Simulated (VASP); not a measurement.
# Na3Te3MoO3 (R3) in VASP: notebook

The runs below take Na3Te3MoO3 through single point, with PBE, PBE+D4+U.

All numbers are computed with VASP 6.6.1; they aren't measurements. Logs are shortened: lines on timing, memory, paths and dates and some standing lists are left out, and cuts for length are marked.

### Step 1. The cell of the first run

It takes space group R3 (No. 146, trigonal). The conventional cell has a = 6.371 Å, b = 6.371 Å, c = 16.459 Å, α = 90.00°, β = 90.00°, γ = 120.00°. Na (site symmetry 3) has 3 Te at 2.65 Å and 3 O at 2.68 Å within 3.5 Å. Na (site symmetry 3) has 3 Te at 2.57 Å and 3 O at 2.88 Å within 3.4 Å. Na (site symmetry 3) has 3 Te at 2.56 Å and 3 O at 2.73 Å within 3.4 Å. Within 3.2 Å of Te (site symmetry 1) lie 1 Mo at 2.39 Å and 3 Na at 2.56 to 2.65 Å and 2 Te at 2.93 Å and 2 O at 3.04 to 3.13 Å. Within 2.9 Å of O (site symmetry 1) lie 1 Mo at 2.00 Å and 3 Na at 2.68 to 2.88 Å. Within 2.6 Å of Mo (site symmetry 3) lie 3 O at 2.00 Å and 3 Te at 2.39 Å.

### Step 2. Single point, PBE

Contents of INCAR:

```
SYSTEM = Na3Te3MoO3
PREC = Accurate
ENCUT = 520
EDIFF = 1E-6
ISMEAR = -1
SIGMA = 0.1
LREAL = .FALSE.
LASPH = .TRUE.
NELM = 100
ALGO = Normal
ISIF = 2
LWAVE = .FALSE.
LCHARG = .TRUE.
GGA = PE
LELF = .TRUE.
LVHAR = .TRUE.
NBANDS = 46
```

Contents of KPOINTS:

```
regular mesh
0
G
  4 4 4
  0 0 0
```

Contents of POSCAR:

```
Na3Te3MoO3
1.0
    0.0000000000     -3.6363440000      5.2313420000
    3.0725750000     -1.9448100000     -5.2313420000
    6.6051980000      0.0000000000      0.0000000000
Na Te O Mo
3 3 3 1
Direct
    0.2275000000      0.4550000000      0.3175000000
    0.7349000000      0.4698000000      0.7953000000
    0.5100000000      0.0200000000      0.4700000000
    0.8246000000      0.9566000000      0.6908000000
    0.3526000000      0.1772000000      0.6908000000
    0.1320000000      0.4846000000      0.6908000000
    0.2542000000      0.1548000000      0.1533000000
    0.6919000000      0.9461000000      0.1533000000
    0.9006000000      0.5925000000      0.1533000000
    0.0000000000      0.0000000000      0.0000000000
```

Potentials or basis: VASP PAW PBE potentials, release 64 (Na_pv, Te, O, Mo_sv).

Launch:

```sh
> cat potpaw_PBE.64/Na_pv/POTCAR potpaw_PBE.64/Te/POTCAR potpaw_PBE.64/O/POTCAR potpaw_PBE.64/Mo_sv/POTCAR > POTCAR
> mpirun -np 1 vasp_std > vasp.out
```

OUTCAR:

```text
SYSTEM = Na3Te3MoO3
   PREC = Accurate
   ENCUT = 520
   EDIFF = 1E-6
   ISMEAR = -1
   LREAL = .FALSE.
   LASPH = .TRUE.
   NELM = 100
   ISIF = 2
   GGA = PE

 ion  position               nearest neighbor table
   1  0.227  0.455  0.318-   5 2.65   6 2.65   4 2.65
   2  0.735  0.470  0.795-   6 2.57   4 2.57   5 2.57
   3  0.510  0.020  0.470-   5 2.56   4 2.56   6 2.56
   4  0.825  0.957  0.691-  10 2.39   3 2.56   2 2.57   1 2.65   5 2.93   6 2.93
   5  0.353  0.177  0.691-  10 2.39   3 2.56   2 2.57   1 2.65   6 2.93   4 2.93
   6  0.132  0.485  0.691-  10 2.39   3 2.56   2 2.57   1 2.65   5 2.93   4 2.93
   7  0.254  0.155  0.153-  10 2.00
   8  0.692  0.946  0.153-  10 2.00
   9  0.901  0.593  0.153-  10 2.00
  10  0.000  0.000  0.000-   8 2.00   7 2.00   9 2.00   4 2.39   5 2.39   6 2.39

  LATTYP: Found a trigonal (rhomboedric) cell.
 ALAT       =     6.6051980000
 COS(alpha) =     0.5348242981

  Lattice vectors:

 A1 = (   6.6051980000,   0.0000000000,   0.0000000000)
 A2 = (   3.5326230000,   5.5811540000,   0.0000000000)
 A3 = (   3.5326230000,   1.9448100000,   5.2313420000)

Analysis of symmetry for initial positions (statically):
=====================================================================
 Subroutine PRICEL returns:
 Original cell was already a primitive cell.

 Routine SETGRP: Setting up the symmetry group for a
 trigonal (rhombohedral) supercell.

 Subroutine GETGRP returns: Found  3 space group operations
 (whereof  3 operations were pure point group operations)
 out of a pool of 12 trial point group operations.

The static configuration has the point symmetry C_3 .

Analysis of symmetry for dynamics (positions and initial velocities):
=====================================================================
 Subroutine PRICEL returns:
 Original cell was already a primitive cell.

 Routine SETGRP: Setting up the symmetry group for a
 trigonal (rhombohedral) supercell.

 Subroutine GETGRP returns: Found  3 space group operations
 (whereof  3 operations were pure point group operations)
 out of a pool of 12 trial point group operations.

The dynamic configuration has the point symmetry C_3 .

 Subroutine INISYM returns: Found  3 space group operations
 (whereof  3 operations are pure point group operations),
 and found     1 'primitive' translations

----------------------------------------------------------------------------------------

                                     Primitive cell

  volume of cell :     192.8515

  direct lattice vectors                    reciprocal lattice vectors
     0.000000000 -3.636344000  5.231342000     0.000000000 -0.179174414  0.066610096
     3.072575000 -1.944810000 -5.231342000     0.000000000 -0.179174414 -0.124545443
     6.605198000  0.000000000  0.000000000     0.151395916  0.083347513  0.057935465

  length of vectors
     6.371023215  6.371023637  6.605198000     0.191155371  0.218208703  0.182274653

  position of ions in fractional coordinates (direct lattice)
     0.227500000  0.455000000  0.317500000
     0.734900000  0.469800000  0.795300000
     0.510000000  0.020000000  0.470000000
     0.824600000  0.956600000  0.690800000
     0.352600000  0.177200000  0.690800000
     0.132000000  0.484600000  0.690800000
     0.254200000  0.154800000  0.153300000
     0.691900000  0.946100000  0.153300000
     0.900600000  0.592500000  0.153300000
     0.000000000  0.000000000  0.000000000

  ion indices of the primitive-cell ions
   primitive index   ion index
                 1           1
                 2           2
                 3           3
                 4           4
                 5           5
                 6           6
                 7           7
                 8           8
                 9           9
                10          10

----------------------------------------------------------------------------------------

 KPOINTS: regular mesh

Automatic generation of k-mesh.
 Grid dimensions read from file:
 generate k-points for:    4    4    4

 Generating k-lattice:

  Cartesian coordinates                     Fractional coordinates (reciprocal lattice)
     0.000000000 -0.044793604  0.016652524     0.250000000  0.000000000  0.000000000
     0.000000000 -0.044793604 -0.031136361     0.000000000  0.250000000  0.000000000
     0.037848979  0.020836878  0.014483866     0.000000000 -0.000000000  0.250000000

  Length of vectors
     0.047788843  0.054552176  0.045568663

  Shift w.r.t. Gamma in fractional coordinates (k-lattice)
     0.000000000  0.000000000  0.000000000

 Subroutine IBZKPT returns following result:
 ===========================================

 Found     14 irreducible k-points:

 Following reciprocal coordinates:
            Coordinates               Weight
  0.000000  0.000000  0.000000      1.000000
  0.250000  0.000000  0.000000      6.000000
  0.500000  0.000000  0.000000      3.000000
 -0.000000  0.250000  0.000000      6.000000
[... 31 lines left out ...]
   NSW    =      0    number of steps for IOM
   IBRION =     -1    ionic relax: 0-MD 1-quasi-New 2-CG
   NFREE  =      0    steps in history (QN), initial steepest desc. (CG)
   ISIF   =      2    stress and relaxation
   ISYM   =      2    0-nonsym 1-usesym 2-fastsym
   POTIM  = 0.5000    time-step for ionic-motion
   TEBEG  =    0.0;   TEEND  =   0.0 temperature during run
   PSTRESS=    0.0 pullay stress
   NELECT =      71.0000    total number of electrons
   NUPDOWN=      -1.0000    fix difference up-down
   EMIN   =  10.00;   EMAX   =-10.00  energy-range for DOS
   EFERMI =   0.00;   METHOD = LEGACY
   ISMEAR =    -1;   SIGMA  =   0.10  broadening in eV -4-tet -1-fermi 0-gaus
   EFERMI_NEDOS =   21; number of points for ismear=-14 and -15
   IALGO  =     38    algorithm
   IMIX   =      4    mixing-type and parameters
     AMIX     =   0.40;   BMIX     =  1.00
     AMIX_MAG =   1.60;   BMIX_MAG =  1.00
  volume/ion in A,a.u.               =      19.29       130.14
  Fermi-wavevector in a.u.,A,eV,Ry     =   1.173329  2.217271 18.731167  1.376702
  Thomas-Fermi vector in A             =   2.309744
   LORBIT       =      0    0 simple, 1 ext, 2 COOP (PROOUT), +10 PAW based schemes
   GGA     = PE    functional components
   LHFCALC =     F    Hartree Fock is set to
   AEXX    =    0.0000 exact exchange contribution
   IVDW    =     0    specifies the selected vdW correction
   LEPSILON=     F    determine dielectric tensor
   LRPA    =     F    only Hartree local field effects (RPA)
 non-spin polarized calculation
  energy-cutoff  :      520.00
  volume of cell :      192.85
 maximum number of plane-waves:      5199
   NGX = 23   NGY = 23   NGZ = 25

 number of electron      70.9999991 magnetization

 Free energy of the ion-electron system (eV)
  ---------------------------------------------------
  ext. energy  EPLUGINS =         0.00000000
  ---------------------------------------------------
  free energy    TOTEN  =       -40.40802923 eV

  energy without entropy =      -40.26174118  energy(sigma->0) =      -40.33488521

 E-fermi :   4.5719     XC(G=0):  -9.3651

 val. band max:        4.5706406642   @ k =  -0.2500  -0.0000   0.2500
 cond. band min:       4.5841469798   @ k =   0.5000   0.0000   0.0000
 fundamental gap:      0.0135063155
 Fermi energy:         4.5719083624

 k-point     1 :       0.0000    0.0000    0.0000
  band No.  band energies     occupation
      1     -57.3676      2.00000
      2     -31.5923      2.00000
      3     -31.5337      2.00000
      4     -31.5337      2.00000
      5     -19.2828      2.00000
      6     -19.2828      2.00000
[... 38 lines left out ...]
     45      10.7149      0.00000
     46      11.1392      0.00000

 k-point     2 :       0.2500    0.0000    0.0000
  band No.  band energies     occupation
      1     -57.3676      2.00000
      2     -31.5923      2.00000
      3     -31.5338      2.00000
      4     -31.5338      2.00000
      5     -19.2831      2.00000
      6     -19.2828      2.00000
[... 580 lines left out ...]
 k-point    14 :       0.0000   -0.0000    0.5000
  band No.  band energies     occupation
      1     -57.3676      2.00000
      2     -31.5924      2.00000
      3     -31.5338      2.00000
      4     -31.5338      2.00000
      5     -19.2828      2.00000
      6     -19.2828      2.00000
[... 38 lines left out ...]
     45      11.6804      0.00000
     46      11.6954      0.00000

------------------------ aborting loop because EDIFF is reached ----------------------------------------

  FORCE on cell =-STRESS in cart. coord.  units (eV):
  Direction    XX          YY          ZZ          XY          YZ          ZX
  --------------------------------------------------------------------------------------
  -------------------------------------------------------------------------------------
  Total       27.0717949     21.7437189     20.5461161      4.2089239      1.6106604      2.9256481
  in kB      224.9078810    180.6431290    170.6936483     34.9670263     13.3810935     24.3057882
  external PRESSURE =     192.0815528 kB  Pullay stress =       0.0000000 kB

 VOLUME and BASIS-vectors are now :
 -----------------------------------------------------------------------------
  energy-cutoff  :      520.00
  volume of cell :      192.85
      direct lattice vectors                 reciprocal lattice vectors
     0.000000000 -3.636344000  5.231342000     0.000000000 -0.179174414  0.066610096
     3.072575000 -1.944810000 -5.231342000     0.000000000 -0.179174414 -0.124545443
     6.605198000  0.000000000  0.000000000     0.151395916  0.083347513  0.057935465

 POSITION                                       TOTAL-FORCE (eV/Angst)
 -----------------------------------------------------------------------------------
      3.49517     -1.71216     -1.19013        -3.331642     -1.834163     -1.274937
      6.69661     -3.58602      1.38683         1.682133      0.926061      0.643711
      3.16589     -1.89343      2.56336        -3.162919     -1.741276     -1.210371
      7.50210     -4.85893     -0.69054        -4.123357      2.569202     -2.081371
      5.10733     -1.62680      0.91758        -3.097264     -2.919495      3.133446
      6.05184     -1.42245     -1.84457        -0.034394     -3.643797     -3.828390
      1.48821     -1.22542      0.52000        -2.176341      1.419821     -0.879042
      3.91954     -4.35597     -1.32981        -1.442121     -1.662866      1.637142
      2.83308     -4.42719      1.61178         0.035734     -1.729347     -2.129121
      0.00000      0.00000      0.00000        15.650171      8.615859      5.988935
 -----------------------------------------------------------------------------------
    total drift:                                0.000535      0.000487      0.000181

  FREE ENERGIE OF THE ION-ELECTRON SYSTEM (eV)
  ---------------------------------------------------
  free  energy   TOTEN  =       -40.4080292322 eV

  energy  without entropy=      -40.2617411822  energy(sigma->0) =      -40.33488521
```

It took 2.5 min on 1 thread of Intel Xeon Platinum 8488C (Sapphire Rapids), shared host; peak memory 0.4 GiB.

Results:

* Free energy: -40.4080 eV
* Pressure: 19.2 GPa
* Largest force: 18.842 eV/Å
* Band gap on the k mesh: zero (an odd number of electrons rules out a gap without spin polarisation)

Forces in eV/Å, atoms in the order of the input:
```
Na  -3.332 -1.834 -1.275
Na   1.682  0.926  0.644
Na  -3.163 -1.741 -1.210
Te  -4.123  2.569 -2.081
Te  -3.097 -2.919  3.133
Te  -0.034 -3.644 -3.828
O   -2.176  1.420 -0.879
O   -1.442 -1.663  1.637
O    0.036 -1.729 -2.129
Mo  15.650  8.616  5.989
```

Caveat: the cell stands under pressure; spin-orbit coupling is left out, which moves the levels of the heavy elements; an odd number of electrons without spin polarisation forces a metal; a magnetic or distorted state may lie lower.

### Step 3. Single point, PBE

Contents of INCAR:

```
SYSTEM = Na3Te3MoO3
PREC     = Accurate       ! precision mode
ENCUT    = 520            ! plane-wave cutoff, eV
EDIFF    = 1E-6           ! SCF threshold, eV
ISMEAR   = -1             ! smearing method
SIGMA    = 0.001          ! smearing width, eV
LREAL    = .FALSE.        ! projectors in reciprocal space
LASPH    = .TRUE.         ! aspherical terms in the spheres
NELM     = 60             ! most SCF steps
ALGO     = Normal         ! electronic algorithm
ISIF     = 2              ! what is computed and relaxed
LWAVE    = .FALSE.        ! write WAVECAR
LCHARG   = .FALSE.        ! write CHGCAR
GGA      = PE             ! functional
NBANDS   = 46             ! bands
```

KPOINTS is that of step 2.

POSCAR is that of step 2.

Potentials or basis: VASP PAW PBE potentials, release 64 (Na_pv, Te, O, Mo_sv).

Launch:

```sh
> cat potpaw_PBE.64/Na_pv/POTCAR potpaw_PBE.64/Te/POTCAR potpaw_PBE.64/O/POTCAR potpaw_PBE.64/Mo_sv/POTCAR > POTCAR
> mpirun -np 1 vasp_std > vasp.out
```

Wall time 2.5 min (1 thread of Intel Xeon Platinum 8488C (Sapphire Rapids), shared host); peak memory 0.4 GiB.

The run converged. Its results:

| Item | Value |
| --- | --- |
| Free energy | -40.3056 eV |
| Pressure | 19.1 GPa |
| Largest force | 18.815 eV/Å |
| Band gap on the k mesh | zero (an odd number of electrons rules out a gap without spin polarisation) |

Forces in eV/Å, atoms in the order of the input:
```
Na  -3.335 -1.836 -1.276
Na   1.683  0.927  0.644
Na  -3.166 -1.743 -1.212
Te  -4.098  2.582 -2.139
Te  -3.126 -2.872  3.165
Te  -0.010 -3.693 -3.795
O   -2.170  1.422 -0.889
O   -1.446 -1.653  1.643
O    0.041 -1.737 -2.122
Mo  15.628  8.603  5.980
```

Stress tensor (GPa, compression positive):
```
22.43  3.53  2.45
 3.53 17.97  1.35
 2.45  1.35 16.96
```

Levels at points of the mesh, in eV from the Fermi level:
| k point | band 31 | band 32 | band 33 | band 34 | band 35 | band 36 | band 37 | band 38 | band 39 | band 40 |
| --- | --- | --- | --- | --- | --- | --- | --- | --- | --- | --- |
| (0.00, 0.00, 0.00) | -1.77 | -1.64 | -0.97 | -0.96 | -0.96 | 0.96 | 0.96 | 1.19 | 1.25 | 1.25 |
| (0.50, 0.00, 0.00) | -1.70 | -1.50 | -1.46 | -0.98 | -0.54 | 0.02 | 0.58 | 1.12 | 1.29 | 1.44 |
| (0.00, 0.50, 0.00) | -1.76 | -1.71 | -1.43 | -0.99 | -0.68 | -0.11 | 0.50 | 1.14 | 1.33 | 1.46 |
| (0.00, 0.00, 0.50) | -2.10 | -1.80 | -1.04 | -1.04 | -0.74 | 0.88 | 0.88 | 1.00 | 1.42 | 1.42 |

Caveat: the cell stands under pressure; spin-orbit coupling is left out, which moves the levels of the heavy elements; an odd number of electrons without spin polarisation forces a metal; a magnetic or distorted state may lie lower.

### Step 4. Single point, PBE+D4+U

Contents of INCAR:

```
SYSTEM = Na3Te3MoO3
PREC     = Accurate       ! precision mode
ENCUT    = 520            ! plane-wave cutoff, eV
EDIFF    = 1E-6           ! SCF threshold, eV
ISMEAR   = -1             ! smearing method
SIGMA    = 0.1            ! smearing width, eV
LREAL    = .FALSE.        ! projectors in reciprocal space
LASPH    = .TRUE.         ! aspherical terms in the spheres
NELM     = 150            ! most SCF steps
ALGO     = Normal         ! electronic algorithm
ISIF     = 2              ! what is computed and relaxed
LWAVE    = .FALSE.        ! write WAVECAR
LCHARG   = .FALSE.        ! write CHGCAR
LMAXMIX  = 4              ! l up to which the mixer works
LDAU     = .TRUE.         ! DFT+U
LDAUTYPE = 2            
LDAUL    = -1 -1 -1 2     ! shell
LDAUU    = 0 0 0 6        ! U, eV
LDAUJ    = 0 0 0 0      
LDAUPRINT= 1            
GGA      = PE             ! functional
IVDW     = 13             ! dispersion correction
NBANDS   = 46             ! bands
```

KPOINTS is that of step 3.

POSCAR is that of step 3.

Launch:

```sh
> cat potpaw_PBE.64/Na_pv/POTCAR potpaw_PBE.64/Te/POTCAR potpaw_PBE.64/O/POTCAR potpaw_PBE.64/Mo_sv/POTCAR > POTCAR
> mpirun -np 1 vasp_std > vasp.out
```

Run time: 3 min. Hardware: 1 thread of Intel Xeon Platinum 8488C (Sapphire Rapids), shared host; peak memory 0.4 GiB.

Results (log left out):

* Free energy: -35.7049 eV
* Pressure: 18.4 GPa
* Largest force: 18.816 eV/Å
* Band gap on the k mesh: zero (an odd number of electrons rules out a gap without spin polarisation)
* Dispersion energy per atom: -0.223 eV

Forces in eV/Å, atoms in the order of the input:
```
Na  -3.340 -1.839 -1.278
Na   1.679  0.925  0.643
Na  -3.155 -1.737 -1.207
Te  -4.379  2.751 -2.144
Te  -3.230 -3.138  3.326
Te  -0.018 -3.812 -4.100
O   -1.963  1.340 -0.820
O   -1.305 -1.498  1.541
O    0.082 -1.596 -1.941
Mo  15.628  8.604  5.981
```

Stress tensor (GPa, compression positive):
```
21.51  3.36  2.33
 3.36 17.26  1.28
 2.33  1.28 16.31
```

Levels at points of the mesh, in eV from the Fermi level:
| k point | band 31 | band 32 | band 33 | band 34 | band 35 | band 36 | band 37 | band 38 | band 39 | band 40 |
| --- | --- | --- | --- | --- | --- | --- | --- | --- | --- | --- |
| (0.00, 0.00, 0.00) | -1.72 | -1.55 | -0.97 | -0.93 | -0.93 | 1.01 | 1.01 | 1.37 | 1.50 | 1.50 |
| (0.50, 0.00, 0.00) | -1.67 | -1.46 | -1.43 | -0.96 | -0.53 | 0.01 | 0.56 | 1.42 | 1.52 | 1.81 |
| (0.00, 0.50, 0.00) | -1.73 | -1.69 | -1.40 | -0.98 | -0.67 | -0.13 | 0.49 | 1.38 | 1.62 | 1.83 |
| (0.00, 0.00, 0.50) | -2.09 | -1.76 | -1.03 | -1.03 | -0.74 | 0.88 | 0.88 | 1.24 | 1.72 | 1.72 |

Eigenvalues of the final occupation matrices:
```
     site  spin  trace               eigenvalues
site 10 d     1   1.92  0.28 0.28 0.33 0.51 0.51
site 10 d     2   1.92  0.28 0.28 0.33 0.51 0.51
```

Caveat: the cell stands under pressure; spin-orbit coupling is left out, which moves the levels of the heavy elements; an odd number of electrons without spin polarisation forces a metal; a magnetic or distorted state may lie lower; U without spin polarisation on a metal has little footing.

### Step 5. Summary

```tsv
level	U	smearing	gap on the mesh (eV)	pressure (GPa)	largest force (eV/Å)
PBE	-	fermi-dirac 0.1 eV	none	19.2	18.84
PBE	-	fermi-dirac 0.001 eV	none	19.1	18.82
PBE+D4+U	Mo d U = 6.0 eV	fermi-dirac 0.1 eV	none	18.4	18.82
```

Alike in all rows: task single point; potentials or basis VASP PAW PBE potentials, release 64 (Na_pv, Te, O, Mo_sv); no spin polarisation; cell as given; k mesh 4 × 4 × 4; cutoff (eV) 520.

The pressure there spans 18.4 GPa (PBE+D4+U) to 19.2 GPa (PBE); a positive pressure means that this level wants a larger cell, a negative one a smaller.

Caveats: the cell stands under pressure; spin-orbit coupling is left out, which moves the levels of the heavy elements; an odd number of electrons without spin polarisation forces a metal; a magnetic or distorted state may lie lower; U without spin polarisation on a metal has little footing (at least some runs).

Absolute energies hang on the potentials; compare differences alone.
